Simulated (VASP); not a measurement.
Input of a VASP 6.6.1 run:

INCAR

```
PREC     = Accurate       # precision mode
ENCUT    = 520            # plane-wave cutoff, eV
EDIFF    = 1E-6           # SCF threshold, eV
ISMEAR   = 0              # smearing method
SIGMA    = 0.05           # smearing width, eV
LREAL    = False          # projectors in reciprocal space
LASPH    = True           # aspherical terms in the spheres
NELM     = 60             # most SCF steps
ALGO     = Normal         # electronic algorithm
ISIF     = 2              # what is computed and relaxed
LWAVE    = False          # write WAVECAR
LCHARG   = False          # write CHGCAR
GGA      = PS             # functional
NBANDS   = 11             # bands
```

KPOINTS

```
Automatic mesh
0
Gamma
  12 12 12
```

The input POSCAR:

```
C
1.0
    0.0000000000      1.7058284293      1.7769046139
    1.7058284293      0.0000000000      1.7769046139
    1.7058284293      1.7058284293      0.0000000000
C
2
Direct
    0.5000000000      0.5000000000      0.5000000000
    0.7500000000      0.7500000000      0.7500000000
```

Potentials or basis: VASP PAW PBE potentials, release 64 (C).

Command:

```console
$ cat potpaw_PBE.64/C/POTCAR > POTCAR
$ mpirun -np 1 vasp_std > vasp.out
```

Problem. Estimate the band gap on the k mesh.

Solution. 3.71 eV, indirect (least direct gap 5.41 eV).

Problem. Estimate the pressure.

Solution. 44.1 GPa.

Stress tensor (GPa, compression positive):
```
58.49  0.00  0.00
 0.00 58.49  0.00
 0.00  0.00 15.46
```

Caveat: the cell differs from its parent crystal (strain -0.040 along x and y, +0.000 along z); the PAW data sets were made with another functional, which shifts forces and pressure a little. A k mesh can miss the band edges.
